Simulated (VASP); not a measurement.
S, 1 atom in the cell. The structure is tetragonal, space group I4/mmm (No. 139). Conventional cell: a = 2.778 Å, b = 2.778 Å, c = 3.989 Å, α = 90.00°, β = 90.00°, γ = 90.00°. S (site symmetry 4/mmm) has 12 S at 2.78 to 2.80 Å within 3.7 Å.  This cell differs from its parent crystal: strain -0.015 along x and y, +0.000 along z.

```yaml
Program: VASP 6.6.1
Task: single point
Functional: LDA
Potentials_or_basis: VASP PAW LDA potentials, release 64 (S)
Cutoff: 520 eV
k_mesh: 20 × 20 × 20
Occupations: gaussian, width 0.15 eV
Spin: no spin polarisation
Dipole_correction: no
Further_INCAR_settings: ALGO = Normal; EDIFF = 1e-06; NBANDS = 9
```

Potentials or basis: VASP PAW LDA potentials, release 64 (S).

The run is started by

```bash
$ cat potpaw_LDA.64/S/POTCAR > POTCAR
$ mpirun -np 1 vasp_std > vasp.out
```

Hardware: 1 thread of Intel Xeon 8259CL (shared host).

**Question.** Estimate the wall time of this run.

**Answer.** Wall time 63 s on 1 thread of Intel Xeon 8259CL, on a shared host, peak memory 0.18 GiB. Counts: scf iterations 9, k points 641.
